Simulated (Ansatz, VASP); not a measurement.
Two plane-wave programs on C

Contents of POSCAR:

```
C
1.0
    2.2100000000      0.0000000000      0.0000000000
   -1.1050000000      1.9139161424      0.0000000000
    0.0000000000      0.0000000000     28.0000000000
C
2
Direct
    0.3333333333      0.6666666667      0.5051071429
    0.6666666667      0.3333333333      0.4948928571
```

Contents of INCAR.step1:

```
SYSTEM = C
PREC = Accurate
ENCUT = 520
ISMEAR = 0
SIGMA = 0.1
LREAL = .FALSE.
LASPH = .TRUE.
NELM = 100
LDIPOL = .TRUE.
IDIPOL = 3
DIPOL = 0.5 0.5 0.500
NBANDS = 11
GGA = PE
ALGO = Normal
EDIFF = 1E-4
LWAVE = .TRUE.
LCHARG = .FALSE.
```

The input INCAR.step2:

```
SYSTEM = C
PREC = Accurate
ENCUT = 520
EDIFF = 1E-6
ISMEAR = 0
SIGMA = 0.1
LREAL = .FALSE.
LASPH = .TRUE.
NELM = 100
ALGO = Normal
ISIF = 2
LWAVE = .FALSE.
LCHARG = .FALSE.
LDIPOL = .TRUE.
IDIPOL = 3
DIPOL = 0.5 0.5 0.500
METAGGA = R2SCAN
LMIXTAU = .TRUE.
NBANDS = 11
ISTART = 1
```

File KPOINTS:

```
Automatic mesh
0
G
  21 21 1
  0 0 0
```

Input for Ansatz:

```yaml
crystal:
  lattice:
    - [2.21, 0.0, 0.0]
    - [-1.105, 1.9139161424, 0.0]
    - [0.0, 0.0, 28.0]
  atoms:
    - { symbol: C, position: [0.3333333333, 0.6666666667, 0.5051071429] }
    - { symbol: C, position: [0.6666666667, 0.3333333333, 0.4948928571] }
  periodic: [true, true, false]
basis:
  ecutwfc: 500
kpoints:
  mp_grid: { grid: [21, 21, 1] }
hamiltonian:
  xc: r2scan
scf:
  occupations: { method: gaussian, width: 0.1 }
output:
  forces: true
  stress: true
  eigenvalues: true
```

Alike in both runs: task single point; functional r2SCAN; k mesh 21 × 21 × 1; occupations gaussian, width 0.1 eV; no spin polarisation.

|  | VASP | Ansatz |
| --- | --- | --- |
| version | VASP 6.6.1 | Ansatz 0.2.0 |
| potentials or method | VASP PAW PBE potentials, release 64 (C), cutoff 520 eV | scalar-relativistic, plane waves, PAW |
| valence electrons in the cell | 8 | 8 |

Ansatz gave:

```
gap on the k mesh at the Fermi level (eV) : none
rms of the force components (eV/Å)        : 2.480
```

Question: Estimate VASP's values.

Answer: gap on the k mesh at the Fermi level (eV): none; rms of the force components (eV/Å): 2.457.

VASP's potentials were made for PBE, not for r2SCAN. Atom by atom the forces differ by 0.024 eV/Å (rms over components). A gap of «none» marks a metal or a gap that the smearing closes.
